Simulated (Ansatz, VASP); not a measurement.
This is a calculation of MnO for Ansatz 0.2.0.

File input.yaml:

```yaml
crystal:
  lattice:
    - [0.0, 2.2239077028, 2.2239077028]
    - [2.2239077028, 0.0, 2.2239077028]
    - [2.2239077028, 2.2239077028, 0.0]
  atoms:
    - { symbol: Mn, position: [0.0, 0.0, 0.0], spin: 4.0 }
    - { symbol: O, position: [0.5, 0.5, 0.5] }
kpoints:
  mp_grid: { grid: [10, 10, 10] }
scf:
  occupations: { method: fermi_dirac, width: 0.05 }
hamiltonian:
  xc: pbesol
  dispersion: d4
  pseudopotentials: { kind: all_electron, lapw: { basis_error: 0.001 } }
magnetization:
  spin_polarized: true
output:
  forces: true
  stress: true
relax:
  f_tol: 0.01
  max_steps: 60
  cell: {}
```

Potentials or basis: all-electron LAPW, scalar-relativistic.

Launch:

```bash
$ ansatz run input.yaml --threads 2 --pin off --max-ram 6144MiB --backend cpu --events-out ev --progress --plain --runs-dir out
```

Task: Set up the same calculation for VASP 6.6.1. Potentials there: VASP PAW PBE potentials, release 64 (Mn_pv, O).

Result: As run (the cutoff follows the program's own potentials):

The input INCAR:

```
SYSTEM = MnO
PREC = Accurate
ENCUT = 600
EDIFF = 1E-6
ISMEAR = -1
SIGMA = 0.05
LREAL = .FALSE.
LASPH = .TRUE.
NELM = 150
ALGO = Normal
ISIF = 3
LWAVE = .FALSE.
LCHARG = .FALSE.
ISPIN = 2
MAGMOM = 4 0
LORBIT = 11
LMAXMIX = 4
GGA = PS
IVDW = 13
IBRION = 2
NSW = 80
EDIFFG = -0.01
```

KPOINTS

```
regular mesh
0
G
  10 10 10
  0 0 0
```

The input POSCAR:

```
MnO
1.0
    0.0000000000      2.2239077028      2.2239077028
    2.2239077028      0.0000000000      2.2239077028
    2.2239077028      2.2239077028      0.0000000000
Mn O
1 1
Direct
    0.0000000000      0.0000000000      0.0000000000
    0.5000000000      0.5000000000      0.5000000000
```

Potentials or basis: VASP PAW PBE potentials, release 64 (Mn_pv, O).

Command:

```console
$ cat potpaw_PBE.64/Mn_pv/POTCAR potpaw_PBE.64/O/POTCAR > POTCAR
$ mpirun -np 1 vasp_std > vasp.out
```

Both were run:

|  | VASP | Ansatz | Ansatz less VASP |
| --- | --- | --- | --- |
| net moment per atom (μB) | 2.19 | 2.28 | +0.092 |
| size of the moment on the site where the two differ most (μB) | 4.02 | 4.10 | +0.082 |
| relaxed volume (Å³/atom) | 9.97 | 10.44 | +0.463 |
| relaxed cell length with the largest relative difference (Å) | 3.044 | 3.091 | +0.0464 |

VASP's potentials were made for PBE, not for PBEsol. Site moments also hang on the region over which each program counts them. Ansatz ran all-electron here, and VASP with PAW potentials.
